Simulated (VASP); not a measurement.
# TiO2 (I4_1/amd) in VASP: notebook

TiO2 is run at these levels: r2SCAN+U; tasks: single point.

Everything below comes from runs of VASP 6.6.1. Logs are shortened: lines on timing, memory, paths and dates and some standing lists are left out, and cuts for length are marked.

### 1 The cell of the first run

The structure is tetragonal, space group I4_1/amd (No. 141). Conventional cell: a = 3.573 Å, b = 3.573 Å, c = 10.910 Å, α = 90.00°, β = 90.00°, γ = 90.00°. Ti (site symmetry -4m2) has 6 O at 1.85 to 2.25 Å within 2.5 Å. O (site symmetry 2mm) has 3 Ti at 1.85 to 2.25 Å and 6 O at 2.51 to 2.70 Å within 2.8 Å.

### 2 Single point, r2SCAN+U

POSCAR

```
TiO2
1.0
   -1.7863855706      1.7863855706      5.4550363050
    1.7863855706     -1.7863855706      5.4550363050
    1.7863855706      1.7863855706     -5.4550363050
Ti O
2 4
Direct
    0.0000000000      0.0000000000      0.0000000000
    0.7500000000      0.2500000000      0.5000000000
    0.2061136456      0.2061136456      0.0000000000
    0.9561136456      0.4561136456      0.5000000000
    0.5438863544      0.0438863544      0.5000000000
    0.7938863544      0.7938863544      0.0000000000
```

INCAR.step1

```
ALGO     = Normal         # electronic algorithm
EDIFF    = 1E-4           # SCF threshold, eV
ENCUT    = 520            # plane-wave cutoff, eV
GGA      = PE             # functional
ISMEAR   = 0              # smearing method
LASPH    = T              # aspherical terms in the spheres
LCHARG   = F              # write CHGCAR
LDAU     = T              # DFT+U
LDAUJ    = 0 0          
LDAUL    = 2 -1           # shell
LDAUTYPE = 2            
LDAUU    = 4 0            # U, eV
LMAXMIX  = 4              # l up to which the mixer works
LREAL    = F              # projectors in reciprocal space
LWAVE    = T              # write WAVECAR
NBANDS   = 33             # bands
NELM     = 150            # most SCF steps
PREC     = Accurate       # precision mode
SIGMA    = 0.05           # smearing width, eV
```

INCAR.step2

```
ALGO     = Normal         # electronic algorithm
EDIFF    = 1E-6           # SCF threshold, eV
ENCUT    = 520            # plane-wave cutoff, eV
ISIF     = 2              # what is computed and relaxed
ISMEAR   = 0              # smearing method
ISTART   = 1            
LASPH    = T              # aspherical terms in the spheres
LCHARG   = F              # write CHGCAR
LDAU     = T              # DFT+U
LDAUJ    = 0 0          
LDAUL    = 2 -1           # shell
LDAUPRINT= 1            
LDAUTYPE = 2            
LDAUU    = 4 0            # U, eV
LMAXMIX  = 4              # l up to which the mixer works
LMIXTAU  = T            
LREAL    = F              # projectors in reciprocal space
LWAVE    = F              # write WAVECAR
METAGGA  = R2SCAN         # meta-GGA
NBANDS   = 33             # bands
NELM     = 150            # most SCF steps
PREC     = Accurate       # precision mode
SIGMA    = 0.05           # smearing width, eV
```

KPOINTS

```
k-points
0
Gamma
  10 10 10
```

Potentials or basis: VASP PAW PBE potentials, release 64 (Ti_sv, O).

Run with:

```console
> cat potpaw_PBE.64/Ti_sv/POTCAR potpaw_PBE.64/O/POTCAR > POTCAR
> cp INCAR.step1 INCAR
> mpirun -np 1 vasp_std > vasp.out
> cp INCAR.step2 INCAR
> mpirun -np 1 vasp_std > vasp.out
```

OUTCAR:

```text
EDIFF = 1E-6
   ENCUT = 520
   ISIF = 2
   ISMEAR = 0
   ISTART = 1
   LASPH = T
   LREAL = F
   METAGGA = R2SCAN
   NELM = 150
   PREC = Accurate

 ion  position               nearest neighbor table
   1  0.000  0.000  0.000-   5 1.85   4 1.85   5 1.85   4 1.85   3 2.25   6 2.25
   2  0.750  0.250  0.500-   6 1.85   3 1.85   6 1.85   3 1.85   4 2.25   5 2.25
   3  0.206  0.206  0.000-   2 1.85   2 1.85   1 2.25
   4  0.956  0.456  0.500-   1 1.85   1 1.85   2 2.25
   5  0.544  0.044  0.500-   1 1.85   1 1.85   2 2.25
   6  0.794  0.794  0.000-   2 1.85   2 1.85   1 2.25

  LATTYP: Found a body centered tetragonal cell.
 ALAT       =     3.5727711412
 C/A-ratio  =     3.0536723957

  Lattice vectors:

 A1 = (  -1.7863855706,   1.7863855706,   5.4550363050)
 A2 = (   1.7863855706,  -1.7863855706,   5.4550363050)
 A3 = (   1.7863855706,   1.7863855706,  -5.4550363050)

Analysis of symmetry for initial positions (statically):
=====================================================================
 Subroutine PRICEL returns:
 Original cell was already a primitive cell.

 Routine SETGRP: Setting up the symmetry group for a
 body centered tetragonal supercell.

 Subroutine GETGRP returns: Found 16 space group operations
 (whereof  8 operations were pure point group operations)
 out of a pool of 16 trial point group operations.

The static configuration has the point symmetry D_2d.
 The point group associated with its full space group is D_4h.

Analysis of symmetry for dynamics (positions and initial velocities):
=====================================================================
 Subroutine PRICEL returns:
 Original cell was already a primitive cell.

 Routine SETGRP: Setting up the symmetry group for a
 body centered tetragonal supercell.

 Subroutine GETGRP returns: Found 16 space group operations
 (whereof  8 operations were pure point group operations)
 out of a pool of 16 trial point group operations.

The dynamic configuration has the point symmetry D_2d.
 The point group associated with its full space group is D_4h.

 Subroutine INISYM returns: Found 16 space group operations
 (whereof  8 operations are pure point group operations),
 and found     1 'primitive' translations

----------------------------------------------------------------------------------------

                                     Primitive cell

  volume of cell :      69.6319

  direct lattice vectors                    reciprocal lattice vectors
    -1.786385571  1.786385571  5.455036305     0.000000000  0.279894782  0.091658418
     1.786385571 -1.786385571  5.455036305     0.279894782  0.000000000  0.091658418
     1.786385571  1.786385571 -5.455036305     0.279894782  0.279894782  0.000000000

  length of vectors
     6.011636042  6.011636042  6.011636042     0.294520551  0.294520551  0.395830997

  position of ions in fractional coordinates (direct lattice)
     0.000000000  0.000000000  0.000000000
     0.750000000  0.250000000  0.500000000
     0.206113646  0.206113646  0.000000000
     0.956113646  0.456113646  0.500000000
     0.543886354  0.043886354  0.500000000
     0.793886354  0.793886354  0.000000000

  ion indices of the primitive-cell ions
   primitive index   ion index
                 1           1
                 2           2
                 3           3
                 4           4
                 5           5
                 6           6

[... 101 lines left out ...]
   LHFCALC =     F    Hartree Fock is set to
   AEXX    =    0.0000 exact exchange contribution
   IVDW    =     0    specifies the selected vdW correction
   LEPSILON=     F    determine dielectric tensor
   LRPA    =     F    only Hartree local field effects (RPA)
 non-spin polarized calculation
 Gauss-broadening in eV      SIGMA  =   0.05
  energy-cutoff  :      520.00
  volume of cell :       69.63
 maximum number of plane-waves:      1905
 NGX is ok and might be reduce to    48

atom =   1  type =  1  l = 2

 onsite density matrix

spin component  1

  0.1227 -0.0000  0.0000 -0.0000  0.0000
 -0.0000  0.1169 -0.0000  0.0000  0.0000
  0.0000 -0.0000  0.1685 -0.0000  0.0000
 -0.0000  0.0000 -0.0000  0.1169  0.0000
  0.0000  0.0000  0.0000  0.0000  0.2966

spin component  2

  0.1227 -0.0000  0.0000 -0.0000  0.0000
 -0.0000  0.1169 -0.0000  0.0000  0.0000
  0.0000 -0.0000  0.1685 -0.0000  0.0000
 -0.0000  0.0000 -0.0000  0.1169  0.0000
  0.0000  0.0000  0.0000  0.0000  0.2966

 occupancies and eigenvectors

  o =  0.1169  v =  0.0000  0.9728 -0.0000 -0.2317 -0.0000  0.0000  0.0000  0.0000  0.0000  0.0000      0.0000  0.0000  0.0000  0.0000  0.0000  0.0000  0.0000  0.0000  0.0000  0.0000
  o =  0.1169  v =  0.0000  0.0000  0.0000  0.0000  0.0000  0.0000  0.9728 -0.0000 -0.2317 -0.0000      0.0000  0.0000  0.0000  0.0000  0.0000  0.0000  0.0000  0.0000  0.0000  0.0000
  o =  0.1169  v =  0.0000  0.0000  0.0000  0.0000  0.0000  0.0000 -0.2317 -0.0000 -0.9728 -0.0000      0.0000  0.0000  0.0000  0.0000  0.0000  0.0000  0.0000  0.0000  0.0000  0.0000
  o =  0.1169  v =  0.0000 -0.2317 -0.0000 -0.9728 -0.0000  0.0000  0.0000  0.0000  0.0000  0.0000      0.0000  0.0000  0.0000  0.0000  0.0000  0.0000  0.0000  0.0000  0.0000  0.0000
  o =  0.1227  v =  0.0000  0.0000  0.0000  0.0000  0.0000  1.0000  0.0000  0.0000  0.0000  0.0000      0.0000  0.0000  0.0000  0.0000  0.0000  0.0000  0.0000  0.0000  0.0000  0.0000
  o =  0.1227  v =  1.0000  0.0000  0.0000  0.0000  0.0000  0.0000  0.0000  0.0000  0.0000  0.0000      0.0000  0.0000  0.0000  0.0000  0.0000  0.0000  0.0000  0.0000  0.0000  0.0000
  o =  0.1685  v =  0.0000  0.0000  1.0000 -0.0000  0.0000  0.0000  0.0000  0.0000  0.0000  0.0000      0.0000  0.0000  0.0000  0.0000  0.0000  0.0000  0.0000  0.0000  0.0000  0.0000
  o =  0.1685  v =  0.0000  0.0000  0.0000  0.0000  0.0000  0.0000  0.0000  1.0000 -0.0000  0.0000      0.0000  0.0000  0.0000  0.0000  0.0000  0.0000  0.0000  0.0000  0.0000  0.0000
  o =  0.2966  v =  0.0000  0.0000  0.0000  0.0000  0.0000  0.0000 -0.0000  0.0000  0.0000 -1.0000      0.0000  0.0000  0.0000  0.0000  0.0000  0.0000  0.0000  0.0000  0.0000  0.0000
  o =  0.2966  v =  0.0000 -0.0000  0.0000  0.0000 -1.0000  0.0000  0.0000  0.0000  0.0000  0.0000      0.0000  0.0000  0.0000  0.0000  0.0000  0.0000  0.0000  0.0000  0.0000  0.0000

atom =   2  type =  1  l = 2

 onsite density matrix

spin component  1

  0.1227 -0.0000  0.0000 -0.0000  0.0000
 -0.0000  0.1169 -0.0000  0.0000 -0.0000
  0.0000 -0.0000  0.1685 -0.0000 -0.0000
 -0.0000  0.0000 -0.0000  0.1169  0.0000
  0.0000 -0.0000 -0.0000  0.0000  0.2966

spin component  2

  0.1227 -0.0000  0.0000 -0.0000  0.0000
 -0.0000  0.1169 -0.0000  0.0000 -0.0000
  0.0000 -0.0000  0.1685 -0.0000 -0.0000
 -0.0000  0.0000 -0.0000  0.1169  0.0000
  0.0000 -0.0000 -0.0000  0.0000  0.2966

 occupancies and eigenvectors

  o =  0.1169  v =  0.0000 -1.0000 -0.0000  0.0000 -0.0000  0.0000  0.0000  0.0000  0.0000  0.0000      0.0000  0.0000  0.0000  0.0000  0.0000  0.0000  0.0000  0.0000  0.0000  0.0000
  o =  0.1169  v =  0.0000  0.0000  0.0000  0.0000  0.0000  0.0000 -1.0000 -0.0000  0.0000 -0.0000      0.0000  0.0000  0.0000  0.0000  0.0000  0.0000  0.0000  0.0000  0.0000  0.0000
  o =  0.1169  v =  0.0000 -0.0000  0.0000 -1.0000 -0.0000  0.0000  0.0000  0.0000  0.0000  0.0000      0.0000  0.0000  0.0000  0.0000  0.0000  0.0000  0.0000  0.0000  0.0000  0.0000
  o =  0.1169  v =  0.0000  0.0000  0.0000  0.0000  0.0000  0.0000 -0.0000  0.0000 -1.0000 -0.0000      0.0000  0.0000  0.0000  0.0000  0.0000  0.0000  0.0000  0.0000  0.0000  0.0000
  o =  0.1227  v =  1.0000  0.0000  0.0000  0.0000  0.0000  0.0000  0.0000  0.0000  0.0000  0.0000      0.0000  0.0000  0.0000  0.0000  0.0000  0.0000  0.0000  0.0000  0.0000  0.0000
  o =  0.1227  v =  0.0000  0.0000  0.0000  0.0000  0.0000  1.0000  0.0000  0.0000  0.0000  0.0000      0.0000  0.0000  0.0000  0.0000  0.0000  0.0000  0.0000  0.0000  0.0000  0.0000
  o =  0.1685  v =  0.0000 -0.0000  1.0000 -0.0000 -0.0000  0.0000  0.0000  0.0000  0.0000  0.0000      0.0000  0.0000  0.0000  0.0000  0.0000  0.0000  0.0000  0.0000  0.0000  0.0000
  o =  0.1685  v =  0.0000  0.0000  0.0000  0.0000  0.0000  0.0000 -0.0000  1.0000 -0.0000 -0.0000      0.0000  0.0000  0.0000  0.0000  0.0000  0.0000  0.0000  0.0000  0.0000  0.0000
  o =  0.2966  v =  0.0000  0.0000  0.0000  0.0000  0.0000  0.0000 -0.0000  0.0000 -0.0000 -1.0000      0.0000  0.0000  0.0000  0.0000  0.0000  0.0000  0.0000  0.0000  0.0000  0.0000
  o =  0.2966  v =  0.0000 -0.0000  0.0000 -0.0000 -1.0000  0.0000  0.0000  0.0000  0.0000  0.0000      0.0000  0.0000  0.0000  0.0000  0.0000  0.0000  0.0000  0.0000  0.0000  0.0000

 number of electron      48.0000009 magnetization

 Free energy of the ion-electron system (eV)
  ---------------------------------------------------
  ext. energy  EPLUGINS =         0.00000000
  ---------------------------------------------------
  free energy    TOTEN  =       -63.46678154 eV

  energy without entropy =      -63.46678154  energy(sigma->0) =      -63.46678154

 E-fermi :   3.5066     XC(G=0): -11.3410

 val. band max:        3.2595744135   @ k =  -0.4000   0.4000   0.0000
 cond. band min:       6.7208213232   @ k =   0.0000   0.0000   0.0000
 fundamental gap:      3.4612469097
 Fermi energy:         3.5065698629

 k-point     1 :       0.0000    0.0000    0.0000
  band No.  band energies     occupation
      1     -56.2308      2.00000
      2     -56.2068      2.00000
      3     -31.5348      2.00000
      4     -31.3535      2.00000
      5     -31.3535      2.00000
      6     -31.3285      2.00000
[... 853 lines left out ...]
     32       9.3892      0.00000
     33      11.2312      0.00000

 [... further k-points ...]
[... 5 lines left out ...]
  --------------------------------------------------------------------------------------
  -------------------------------------------------------------------------------------
  Total       11.6685245     11.6685245     -4.9718605      0.0000000      0.0000000      0.0000000
  in kB      268.4840469    268.4840469   -114.3988027      0.0000000      0.0000000      0.0000000
  external PRESSURE =     140.8564304 kB  Pullay stress =       0.0000000 kB

 VOLUME and BASIS-vectors are now :
 -----------------------------------------------------------------------------
  energy-cutoff  :      520.00
  volume of cell :       69.63
      direct lattice vectors                 reciprocal lattice vectors
    -1.786385571  1.786385571  5.455036305     0.000000000  0.279894782  0.091658418
     1.786385571 -1.786385571  5.455036305     0.279894782  0.000000000  0.091658418
     1.786385571  1.786385571 -5.455036305     0.279894782  0.279894782  0.000000000

 POSITION                                       TOTAL-FORCE (eV/Angst)
 -----------------------------------------------------------------------------------
      0.00000      0.00000      0.00000        -0.000000     -0.000000      0.000000
      0.00000      1.78639      2.72752        -0.000000     -0.000000      0.000000
      0.00000      0.00000      2.24871         0.000000     -0.000000     -1.602582
     -0.00000      1.78639      4.97623        -0.000000      0.000000     -1.602582
      0.00000      1.78639      0.47880        -0.000000      0.000000      1.602582
      0.00000      0.00000      8.66136         0.000000     -0.000000      1.602582
 -----------------------------------------------------------------------------------
    total drift:                                0.000000     -0.000000      0.000000

  FREE ENERGIE OF THE ION-ELECTRON SYSTEM (eV)
  ---------------------------------------------------
  free  energy   TOTEN  =       -63.4667815384 eV

  energy  without entropy=      -63.4667815384  energy(sigma->0) =      -63.46678154
```

It took 16 min on 1 thread of Intel Xeon 6975P-C (Granite Rapids), shared host; peak memory 0.46 GiB.

Results:

```
Free energy            : -63.4668 eV
Pressure               : 14.1 GPa
Largest force          : 1.603 eV/Å
Band gap on the k mesh : 3.46 eV (least direct gap 3.61 eV)
```

Forces on the atoms (eV/Å):
```
Ti   0.000  0.000  0.000
Ti   0.000  0.000  0.000
O    0.000  0.000 -1.603
O    0.000  0.000 -1.603
O    0.000  0.000  1.603
O    0.000  0.000  1.603
```

Stress tensor (GPa, compression positive):
```
 26.85   0.00   0.00
  0.00  26.85   0.00
  0.00   0.00 -11.44
```

Eigenvalues of the final occupation matrices:
```
    site  spin  trace               eigenvalues
site 1 d     1   0.82  0.12 0.12 0.12 0.17 0.30
site 1 d     2   0.82  0.12 0.12 0.12 0.17 0.30
site 2 d     1   0.82  0.12 0.12 0.12 0.17 0.30
site 2 d     2   0.82  0.12 0.12 0.12 0.17 0.30
```

Caveat: the stress differs along the axes, from -11 to 27 GPa; the PAW data sets were made with another functional, which shifts forces and pressure a little.

### 3 Single point, r2SCAN+U

This run uses another cell than the first one, of the same volume but with other edges.

POSCAR: that of step 2 with these lines changed.

```diff
@@ -2,5 +2,5 @@
 1.0
-   -1.7863855706      1.7863855706      5.4550363050
-    1.7863855706     -1.7863855706      5.4550363050
-    1.7863855706      1.7863855706     -5.4550363050
+   -1.9243255216      1.9243255216      4.7010077804
+    1.9243255216     -1.9243255216      4.7010077804
+    1.9243255216      1.9243255216     -4.7010077804
 Ti O
```

INCAR.step1

```
SYSTEM = TiO2
PREC     = Accurate       ! precision mode
ENCUT    = 520            ! plane-wave cutoff, eV
ISMEAR   = 0              ! smearing method
SIGMA    = 0.05           ! smearing width, eV
LREAL    = .False.        ! projectors in reciprocal space
LASPH    = .True.         ! aspherical terms in the spheres
NELM     = 150            ! most SCF steps
LMAXMIX  = 4              ! l up to which the mixer works
LDAU     = .True.         ! DFT+U
LDAUTYPE = 2            
LDAUL    = 2 -1           ! shell
LDAUU    = 4 0            ! U, eV
LDAUJ    = 0 0          
NBANDS   = 33             ! bands
GGA      = PE             ! functional
ALGO     = Normal         ! electronic algorithm
EDIFF    = 1E-4           ! SCF threshold, eV
LWAVE    = .True.         ! write WAVECAR
LCHARG   = .False.        ! write CHGCAR
```

INCAR.step2

```
SYSTEM = TiO2
PREC     = Accurate       ! precision mode
ENCUT    = 520            ! plane-wave cutoff, eV
EDIFF    = 1E-7           ! SCF threshold, eV
ISMEAR   = 0              ! smearing method
SIGMA    = 0.05           ! smearing width, eV
LREAL    = .False.        ! projectors in reciprocal space
LASPH    = .True.         ! aspherical terms in the spheres
NELM     = 150            ! most SCF steps
ALGO     = Normal         ! electronic algorithm
ISIF     = 2              ! what is computed and relaxed
LWAVE    = .False.        ! write WAVECAR
LCHARG   = .False.        ! write CHGCAR
LMAXMIX  = 4              ! l up to which the mixer works
LDAU     = .True.         ! DFT+U
LDAUTYPE = 2            
LDAUL    = 2 -1           ! shell
LDAUU    = 4 0            ! U, eV
LDAUJ    = 0 0          
LDAUPRINT= 1            
METAGGA  = R2SCAN         ! meta-GGA
LMIXTAU  = .True.       
NBANDS   = 33             ! bands
ISTART   = 1
```

KPOINTS

```
regular mesh
0
Gamma
  10 10 10
  0 0 0
```

Potentials or basis: VASP PAW PBE potentials, release 64 (Ti_sv, O).

Run with:

```console
> cat potpaw_PBE.64/Ti_sv/POTCAR potpaw_PBE.64/O/POTCAR > POTCAR
> cp INCAR.step1 INCAR
> mpirun -np 1 vasp_std > vasp.out
> cp INCAR.step2 INCAR
> mpirun -np 1 vasp_std > vasp.out
```

It took 34 min on 1 thread of Intel Xeon 8259CL, shared host; peak memory 0.38 GiB.

The run converged. Its results:

| Property | Result |
| --- | --- |
| Free energy | -64.5740 eV |
| Pressure | 6.0 GPa |
| Largest force | 0.804 eV/Å |
| Band gap on the k mesh | 3.19 eV (least direct gap 3.50 eV) |

Forces on the atoms (eV/Å):
```
Ti   0.000  0.000  0.000
Ti   0.000  0.000  0.000
O    0.000  0.000  0.804
O    0.000  0.000  0.804
O    0.000  0.000 -0.804
O    0.000  0.000 -0.804
```

Stress tensor (GPa, compression positive):
```
 2.00  0.00  0.00
 0.00  2.00  0.00
 0.00  0.00 13.97
```

Levels at points of the mesh, in eV from the valence-band top:
```csv
k point,band 21,band 22,band 23,band 24,band 25,band 26,band 27,band 28
"(0.00, 0.00, 0.00)",-0.60,-0.60,-0.42,-0.42,3.19,4.03,4.99,4.99
"(0.50, 0.00, 0.00)",-1.75,-0.87,-0.78,-0.60,4.24,4.49,4.55,4.69
"(0.50, 0.50, 0.00)",-1.87,-1.87,-0.04,-0.04,4.41,4.41,4.79,4.79
"(0.50, 0.50, 0.50)",-1.17,-1.17,-0.10,-0.10,3.59,3.59,4.88,4.88
```

Eigenvalues of the final occupation matrices:
| site | spin | trace | eigenvalues |
| --- | --- | --- | --- |
| site 1 d | 1 | 0.78 | 0.09 0.10 0.10 0.23 0.26 |
| site 1 d | 2 | 0.78 | 0.09 0.10 0.10 0.23 0.26 |
| site 2 d | 1 | 0.78 | 0.09 0.10 0.10 0.23 0.26 |
| site 2 d | 2 | 0.78 | 0.09 0.10 0.10 0.23 0.26 |

Caveat: the stress differs along the axes, from 2 to 14 GPa; the PAW data sets were made with another functional, which shifts forces and pressure a little. A k mesh can miss the band edges.
